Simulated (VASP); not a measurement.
# Sn3Te (I4/mmm) in VASP: further runs

Sn3Te is run at these levels: PBEsol, LDA, PBE; tasks: single point.

Program: VASP 6.6.1. These are calculated values, not measurements. Logs are shortened: lines on timing, memory, paths and dates and some standing lists are left out, and cuts for length are marked.

## Step 1: The cell of the first run

Symmetry: I4/mmm, No. 139, tetragonal system. Conventional cell: a = 4.602 Å, b = 4.602 Å, c = 11.033 Å, α = 90.00°, β = 90.00°, γ = 90.00°. Within 4.3 Å of Te (site symmetry 4/mmm) lie 12 Sn at 3.25 to 3.59 Å. Sn (site symmetry 4/mmm) has 4 Te at 3.25 Å and 8 Sn at 3.59 Å within 4.3 Å. Sn (site symmetry -4m2) has 8 Sn at 3.25 to 3.59 Å and 4 Te at 3.59 Å within 4.3 Å.

## Step 2: Single point, PBEsol

The input, INCAR:

```
SYSTEM = Sn3Te
PREC = Accurate ; ENCUT = 520
EDIFF = 1E-7 ; ISMEAR = -1
SIGMA = 0.05 ; LREAL = .False.
LASPH = .True. ; NELM = 100
ALGO = Fast ; ISIF = 2
LWAVE = .False. ; LCHARG = .False.
GGA = PS ; NBANDS = 32
```

The input, KPOINTS:

```
Automatic mesh
0
Gamma
  8 8 8
  0 0 0
```

The input, POSCAR:

```
Sn3Te
1.0
   -2.3009040000      2.3009040000      5.5164940000
    2.3009040000     -2.3009040000      5.5164940000
    2.3009040000      2.3009040000     -5.5164940000
Te Sn
1 3
Direct
    0.0000000000      0.0000000000      0.0000000000
    0.5000000000      0.5000000000      0.0000000000
    0.2500000000      0.7500000000      0.5000000000
    0.7500000000      0.2500000000      0.5000000000
```

Potentials or basis: VASP PAW PBE potentials, release 64 (Te, Sn_d).

On the command line:

```
> cat potpaw_PBE.64/Te/POTCAR potpaw_PBE.64/Sn_d/POTCAR > POTCAR
> mpirun -np 1 vasp_std > vasp.out
```

OUTCAR:

```text
SYSTEM = Sn3Te
   PREC = Accurate
   ENCUT = 520
   EDIFF = 1E-7
   ISMEAR = -1
   LREAL = .False.
   LASPH = .True.
   NELM = 100
   ISIF = 2
   GGA = PS

 ion  position               nearest neighbor table
   1  0.000  0.000  0.000-   2 3.25   2 3.25   2 3.25   2 3.25   4 3.59   3 3.59   4 3.59   3 3.59
                             4 3.59   4 3.59   3 3.59   3 3.59
   2  0.500  0.500  0.000-   1 3.25   1 3.25   1 3.25   1 3.25   4 3.59   3 3.59   4 3.59   4 3.59
                             3 3.59   3 3.59   4 3.59   3 3.59
   3  0.250  0.750  0.500-   4 3.25   4 3.25   4 3.25   4 3.25   2 3.59   1 3.59   2 3.59   2 3.59
                             1 3.59   1 3.59   2 3.59   1 3.59
   4  0.750  0.250  0.500-   3 3.25   3 3.25   3 3.25   3 3.25   2 3.59   1 3.59   2 3.59   1 3.59
                             2 3.59   2 3.59   1 3.59   1 3.59

  LATTYP: Found a body centered tetragonal cell.
 ALAT       =     4.6018080000
 C/A-ratio  =     2.3975333173

  Lattice vectors:

 A1 = (  -2.3009040000,   2.3009040000,   5.5164940000)
 A2 = (   2.3009040000,  -2.3009040000,   5.5164940000)
 A3 = (   2.3009040000,   2.3009040000,  -5.5164940000)

Analysis of symmetry for initial positions (statically):
=====================================================================
 Subroutine PRICEL returns:
 Original cell was already a primitive cell.

 Routine SETGRP: Setting up the symmetry group for a
 body centered tetragonal supercell.

 Subroutine GETGRP returns: Found 16 space group operations
 (whereof 16 operations were pure point group operations)
 out of a pool of 16 trial point group operations.

The static configuration has the point symmetry D_4h.

Analysis of symmetry for dynamics (positions and initial velocities):
=====================================================================
 Subroutine PRICEL returns:
 Original cell was already a primitive cell.

 Routine SETGRP: Setting up the symmetry group for a
 body centered tetragonal supercell.

 Subroutine GETGRP returns: Found 16 space group operations
 (whereof 16 operations were pure point group operations)
 out of a pool of 16 trial point group operations.

The dynamic configuration has the point symmetry D_4h.

 Subroutine INISYM returns: Found 16 space group operations
 (whereof 16 operations are pure point group operations),
 and found     1 'primitive' translations

----------------------------------------------------------------------------------------

[... 96 lines left out ...]
   EDIFF  = 0.1E-06   stopping-criterion for ELM
   LREAL  =      F    real-space projection
   EDIFFG = 0.1E-05   stopping-criterion for IOM
   NSW    =      0    number of steps for IOM
   IBRION =     -1    ionic relax: 0-MD 1-quasi-New 2-CG
   NFREE  =      0    steps in history (QN), initial steepest desc. (CG)
   ISIF   =      2    stress and relaxation
   ISYM   =      2    0-nonsym 1-usesym 2-fastsym
   POTIM  = 0.5000    time-step for ionic-motion
   TEBEG  =    0.0;   TEEND  =   0.0 temperature during run
   PSTRESS=    0.0 pullay stress
   NELECT =      48.0000    total number of electrons
   NUPDOWN=      -1.0000    fix difference up-down
   EMIN   =  10.00;   EMAX   =-10.00  energy-range for DOS
   EFERMI =   0.00;   METHOD = LEGACY
   ISMEAR =    -1;   SIGMA  =   0.05  broadening in eV -4-tet -1-fermi 0-gaus
   EFERMI_NEDOS =   21; number of points for ismear=-14 and -15
   IALGO  =     68    algorithm
   IMIX   =      4    mixing-type and parameters
     AMIX     =   0.40;   BMIX     =  1.00
     AMIX_MAG =   1.60;   BMIX_MAG =  1.00
  volume/ion in A,a.u.               =      29.21       197.09
  Fermi-wavevector in a.u.,A,eV,Ry     =   1.217069  2.299927 20.153724  1.481257
  Thomas-Fermi vector in A             =   2.352402
   LORBIT       =      0    0 simple, 1 ext, 2 COOP (PROOUT), +10 PAW based schemes
   GGA     = PS    functional components
   LHFCALC =     F    Hartree Fock is set to
   AEXX    =    0.0000 exact exchange contribution
   IVDW    =     0    specifies the selected vdW correction
   LEPSILON=     F    determine dielectric tensor
   LRPA    =     F    only Hartree local field effects (RPA)
 non-spin polarized calculation
 RMM-DIIS sequential band-by-band and
  energy-cutoff  :      520.00
  volume of cell :      116.82
 maximum number of plane-waves:      3184
   NGX = 23   NGY = 23   NGZ = 23

 number of electron      47.9999996 magnetization

 Free energy of the ion-electron system (eV)
  ---------------------------------------------------
  ext. energy  EPLUGINS =         0.00000000
  ---------------------------------------------------
  free energy    TOTEN  =       -16.14758496 eV

  energy without entropy =      -16.13062738  energy(sigma->0) =      -16.13910617

 E-fermi :   7.3201     XC(G=0): -10.1299

 val. band max:        7.3111527467   @ k =  -0.3750  -0.3750   0.2500
 cond. band min:       7.3401346933   @ k =   0.3750   0.3750   0.1250
 fundamental gap:      0.0289819466
 Fermi energy:         7.3201475996

 k-point     1 :       0.0000    0.0000    0.0000
  band No.  band energies     occupation
      1     -14.2862      2.00000
      2     -14.2625      2.00000
      3     -14.2181      2.00000
      4     -14.2147      2.00000
      5     -14.2098      2.00000
      6     -14.2098      2.00000
[... 829 lines left out ...]
     31      12.1226      0.00000
     32      14.9020      0.00000

 [... further k-points ...]

------------------------ aborting loop because EDIFF is reached ----------------------------------------

  FORCE on cell =-STRESS in cart. coord.  units (eV):
  Direction    XX          YY          ZZ          XY          YZ          ZX
  --------------------------------------------------------------------------------------
  -------------------------------------------------------------------------------------
  Total       -2.2087563     -2.2087563     -2.2984561      0.0000000      0.0000000      0.0000000
  in kB      -30.2927175    -30.2927175    -31.5229361      0.0000000      0.0000000      0.0000000
  external PRESSURE =     -30.7027904 kB  Pullay stress =       0.0000000 kB

 VOLUME and BASIS-vectors are now :
 -----------------------------------------------------------------------------
  energy-cutoff  :      520.00
  volume of cell :      116.82
      direct lattice vectors                 reciprocal lattice vectors
    -2.300904000  2.300904000  5.516494000     0.000000000  0.217305894  0.090637278
     2.300904000 -2.300904000  5.516494000     0.217305894  0.000000000  0.090637278
     2.300904000  2.300904000 -5.516494000     0.217305894  0.217305894  0.000000000

 POSITION                                       TOTAL-FORCE (eV/Angst)
 -----------------------------------------------------------------------------------
      0.00000      0.00000      0.00000         0.000000      0.000000      0.000000
      0.00000      0.00000      5.51649         0.000000      0.000000      0.000000
      2.30090      0.00000      2.75825        -0.000000     -0.000000      0.000000
      0.00000      2.30090      2.75825         0.000000      0.000000     -0.000000
 -----------------------------------------------------------------------------------
    total drift:                                0.000000     -0.000000      0.000000

  FREE ENERGIE OF THE ION-ELECTRON SYSTEM (eV)
  ---------------------------------------------------
  free  energy   TOTEN  =       -16.1475849648 eV

  energy  without entropy=      -16.1306273830  energy(sigma->0) =      -16.13910617
```

OSZICAR:

```text
N       E                     dE             d eps       ncg     rms          rms(c)
DAV:   1     0.439807456803E+03    0.43981E+03   -0.23291E+04  3912   0.209E+03
DAV:   2     0.408598251144E+02   -0.39895E+03   -0.38678E+03  3784   0.537E+02
DAV:   3    -0.137100478808E+02   -0.54570E+02   -0.52774E+02  4552   0.171E+02
DAV:   4    -0.161349881633E+02   -0.24249E+01   -0.24083E+01  4280   0.384E+01
DAV:   5    -0.162223045088E+02   -0.87316E-01   -0.87308E-01  5640   0.749E+00    0.625E+00
RMM:   6    -0.161632362034E+02    0.59068E-01   -0.79655E-02  4483   0.248E+00    0.379E+00
RMM:   7    -0.161483474430E+02    0.14889E-01   -0.65992E-02  4356   0.196E+00    0.383E-01
RMM:   8    -0.161472910223E+02    0.10564E-02   -0.74671E-03  4857   0.944E-01    0.105E-01
RMM:   9    -0.161475433969E+02   -0.25237E-03   -0.29868E-03  5796   0.413E-01    0.902E-02
RMM:  10    -0.161475807255E+02   -0.37329E-04   -0.42976E-04  5485   0.158E-01    0.211E-02
RMM:  11    -0.161475852490E+02   -0.45235E-05   -0.12710E-04  6146   0.790E-02    0.252E-02
RMM:  12    -0.161475865063E+02   -0.12573E-05   -0.15779E-05  6153   0.252E-02    0.189E-02
RMM:  13    -0.161475855008E+02    0.10055E-05   -0.22241E-06  5432   0.932E-03    0.867E-03
RMM:  14    -0.161475850231E+02    0.47772E-06   -0.32991E-07  3250   0.453E-03    0.287E-03
RMM:  15    -0.161475849648E+02    0.58299E-07   -0.12843E-07  2533   0.281E-03
   1 F= -.16147585E+02 E0= -.16139106E+02  d E =-.169576E-01
```

Wall time 11 min (1 thread of Intel Xeon 8259CL, shared host); peak memory 0.44 GiB.

Results:

```yaml
Free_energy: -16.1476 eV
Pressure: -3.1 GPa
Band_gap_on_the_k_mesh: zero (bands 24 and 25 overlap by 0.93 eV)
```

Caveat: the cell stands under tension; the PAW data sets were made with another functional, which shifts forces and pressure a little; spin-orbit coupling is left out, which moves the levels of the heavy elements.

## Step 3: Single point, LDA

The input, INCAR:

```
ALGO = Normal ; EDIFF = 1E-6
ENCUT = 520 ; ISIF = 2
ISMEAR = -1 ; LASPH = True
LCHARG = True ; LELF = True
LREAL = False ; LVHAR = True
LWAVE = False ; NBANDS = 32
NELM = 60 ; PREC = Accurate
SIGMA = 0.05
```

The input, KPOINTS:

```
k-points
0
Gamma
  5 5 5
```

POSCAR is that of step 2.

Potentials or basis: VASP PAW LDA potentials, release 64 (Te, Sn_d).

On the command line:

```
> cat potpaw_LDA.64/Te/POTCAR potpaw_LDA.64/Sn_d/POTCAR > POTCAR
> mpirun -np 1 vasp_std > vasp.out
```

Run time: 89 s. Hardware: 1 thread of Intel Xeon 8259CL, shared host; peak memory 0.27 GiB.

It converged, with:

```yaml
Free_energy: -16.9865 eV
Pressure: -4.4 GPa
Band_gap_on_the_k_mesh: zero (bands 24 and 25 overlap by 0.50 eV)
```

Stress tensor (GPa, compression positive):
```
-4.51  0.00  0.00
 0.00 -4.51  0.00
 0.00  0.00 -4.07
```

Levels at points of the mesh, in eV from the Fermi level:
```csv
k point,band 21,band 22,band 23,band 24,band 25,band 26,band 27,band 28
"(0.00, 0.00, 0.00)",-2.95,-2.95,-1.51,-1.51,-0.21,0.50,2.71,2.71
```

Caveat: the cell stands under tension; semilocal functionals underestimate gaps, and a narrow one can read as zero; spin-orbit coupling is left out, which moves the levels of the heavy elements.

## Step 4: Single point, PBE

The input, INCAR:

```
PREC = Accurate ; ENCUT = 520
EDIFF = 1E-7 ; ISMEAR = -1
SIGMA = 0.05 ; LREAL = F
LASPH = T ; NELM = 80
ALGO = Normal ; ISIF = 2
LWAVE = F ; LCHARG = F
GGA = PE ; NBANDS = 32
```

The input, KPOINTS:

```
regular mesh
0
Gamma
  5 5 5
```

POSCAR is that of step 3.

Potentials or basis: VASP PAW PBE potentials, release 64 (Te, Sn_d).

On the command line:

```
> cat potpaw_PBE.64/Te/POTCAR potpaw_PBE.64/Sn_d/POTCAR > POTCAR
> mpirun -np 1 vasp_std > vasp.out
```

Wall time 2.8 min (1 thread of Intel Xeon 8259CL, shared host); peak memory 0.34 GiB.

The run converged. Its results:

* Free energy: -14.4821 eV
* Pressure: -0.6 GPa
* Band gap on the k mesh: zero (bands 24 and 25 overlap by 0.54 eV)

Stress tensor (GPa, compression positive):
```
-0.61  0.00  0.00
 0.00 -0.61  0.00
 0.00  0.00 -0.69
```

Levels at points of the mesh, in eV from the Fermi level:
```tsv
k point	band 20	band 21	band 22	band 23	band 24	band 25	band 26	band 27	band 28	band 29
(0.00, 0.00, 0.00)	-3.97	-2.99	-2.99	-1.52	-1.52	-0.24	0.50	2.75	2.75	5.28
```

Caveat: semilocal functionals underestimate gaps, and a narrow one can read as zero; spin-orbit coupling is left out, which moves the levels of the heavy elements.

## Step 5: Single point, PBEsol

The input, INCAR:

```
PREC     = Accurate       # precision mode
ENCUT    = 520            # plane-wave cutoff, eV
EDIFF    = 1E-6           # SCF threshold, eV
ISMEAR   = -1             # smearing method
SIGMA    = 0.05           # smearing width, eV
LREAL    = False          # projectors in reciprocal space
LASPH    = True           # aspherical terms in the spheres
NELM     = 60             # most SCF steps
ALGO     = Fast           # electronic algorithm
ISIF     = 2              # what is computed and relaxed
LWAVE    = False          # write WAVECAR
LCHARG   = False          # write CHGCAR
GGA      = PS             # functional
NBANDS   = 32             # bands
```

KPOINTS is that of step 4.

POSCAR is that of step 4.

On the command line:

```
> cat potpaw_PBE.64/Te/POTCAR potpaw_PBE.64/Sn_d/POTCAR > POTCAR
> mpirun -np 1 vasp_std > vasp.out
```

Run time: 3.1 min. Hardware: 1 thread of Intel Xeon 8259CL, shared host; peak memory 0.34 GiB.

Results (log left out):

```
Free energy            : -16.1600 eV
Pressure               : -3.2 GPa
Band gap on the k mesh : zero (bands 24 and 25 overlap by 0.54 eV)
```

Stress tensor (GPa, compression positive):
```
-3.27  0.00  0.00
 0.00 -3.27  0.00
 0.00  0.00 -3.18
```

Levels at points of the mesh, in eV from the Fermi level:
```csv
k point,band 21,band 22,band 23,band 24,band 25,band 26,band 27,band 28
"(0.00, 0.00, 0.00)",-2.97,-2.97,-1.51,-1.51,-0.23,0.48,2.75,2.75
```

Caveat: the cell stands under tension; semilocal functionals underestimate gaps, and a narrow one can read as zero; the PAW data sets were made with another functional, which shifts forces and pressure a little; spin-orbit coupling is left out, which moves the levels of the heavy elements.

## Step 6: The runs side by side

| level | potentials or basis | k mesh | gap on the mesh (eV) | pressure (GPa) |
| --- | --- | --- | --- | --- |
| PBEsol | VASP PAW PBE potentials, release 64 (Te, Sn_d) | 8 × 8 × 8 | none | -3.1 |
| LDA | VASP PAW LDA potentials, release 64 (Te, Sn_d) | 5 × 5 × 5 | none | -4.4 |
| PBE | VASP PAW PBE potentials, release 64 (Te, Sn_d) | 5 × 5 × 5 | none | -0.6 |
| PBEsol | VASP PAW PBE potentials, release 64 (Te, Sn_d) | 5 × 5 × 5 | none | -3.2 |

Alike in all rows: task single point; no spin polarisation; cell as given; cutoff (eV) 520; smearing fermi-dirac 0.05 eV.

Caveats: spin-orbit coupling is left out, which moves the levels of the heavy elements; the cell stands under tension (at least some runs); semilocal functionals underestimate gaps, and a narrow one can read as zero (at least some runs); the PAW data sets were made with another functional, which shifts forces and pressure a little (at least some runs).

Total energies depend on the potentials used, so only differences within one code and one set of settings carry meaning.

The gap in the log of VASP goes by the Fermi energy; the results here count the filled bands.